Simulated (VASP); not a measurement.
A run of VASP 6.6.1 is set up as follows.

INCAR

```
SYSTEM = CsLiCr2Te2S3
PREC = Accurate
ENCUT = 520
EDIFF = 1E-7
ISMEAR = -1
SIGMA = 0.05
LREAL = .False.
LASPH = .True.
NELM = 150
ALGO = Normal
ISIF = 2
LWAVE = .False.
LCHARG = .False.
ISPIN = 2
MAGMOM = 0 0 3 3 0 0 0 0 0
LORBIT = 11
LMAXMIX = 4
GGA = PS
NBANDS = 47
```

KPOINTS

```
Automatic mesh
0
Gamma
  4 4 4
  0 0 0
```

File POSCAR:

```
CsLiCr2Te2S3
1.0
    3.2734178297      1.8899071149      6.3992506615
   -3.2734178297      1.8899071149      6.3992506615
    0.0000000000     -3.7798188805      6.3992492880
Cs Li Cr Te S
1 1 2 2 3
Direct
    0.0000000000      0.0000000000      0.0000000000
    0.5000000000      0.5000000000      0.5000000000
    0.7957922587      0.7957922587      0.7957922587
    0.2042077413      0.2042077413      0.2042077413
    0.6699928576      0.6699928576      0.6699928576
    0.3300071424      0.3300071424      0.3300071424
    0.1323993246      0.8676006754      0.5000000000
    0.5000000000      0.1323993246      0.8676006754
    0.8676006754      0.5000000000      0.1323993246
```

Potentials or basis: VASP PAW PBE potentials, release 64 (Cs_sv, Li_sv, Cr_pv, Te, S).

Command:

```sh
$ cat potpaw_PBE.64/Cs_sv/POTCAR potpaw_PBE.64/Li_sv/POTCAR potpaw_PBE.64/Cr_pv/POTCAR potpaw_PBE.64/Te/POTCAR potpaw_PBE.64/S/POTCAR > POTCAR
$ mpirun -np 1 vasp_std > vasp.out
```

(1) What does it give for the band gap on the k mesh?

(2) Estimate the largest force.

Answers

(1) zero (filled and empty bands overlap).

(2) 0.012 eV/Å.

Caveat: the PAW data sets were made with another functional, which shifts forces and pressure a little; spin-orbit coupling is left out, which moves the levels of the heavy elements; only a ferromagnetic start was run, and an antiferromagnetic order may lie lower in energy.
